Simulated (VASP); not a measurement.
Runs of VASP 6.6.1 on PbS (Galena). Symmetry: Fm-3m, No. 225, cubic system. Conventional cell: a = 5.932 Å, b = 5.932 Å, c = 5.932 Å, α = 90.00°, β = 90.00°, γ = 90.00°. Within 3.9 Å of Pb (site symmetry m-3m) lie 6 S at 2.97 Å. S (site symmetry m-3m) has 6 Pb at 2.97 Å within 3.9 Å. 

```tsv
level	gap on the mesh (eV)	pressure (GPa)
RPBE	0.46	(b)
BLYP	0.48	(a)
PBE	(c)	2.1
revPBE	0.43	3.5
```

Alike in all rows: task single point; potentials or basis VASP PAW PBE potentials, release 64 (Pb_d, S); no spin polarisation; cell as given; k mesh 6 × 6 × 6; cutoff (eV) 520; smearing gaussian 0.01 eV.

**Question.** Estimate the missing entries.

**Answer.** (a) 5.9; (b) 4.1; (c) 0.37.

Caveats: spin-orbit coupling is left out, which moves the levels of the heavy elements; the PAW data sets were made with another functional, which shifts forces and pressure a little (some runs).

A k mesh can miss the band edges, and the runs leave out spin-orbit coupling on Pb.
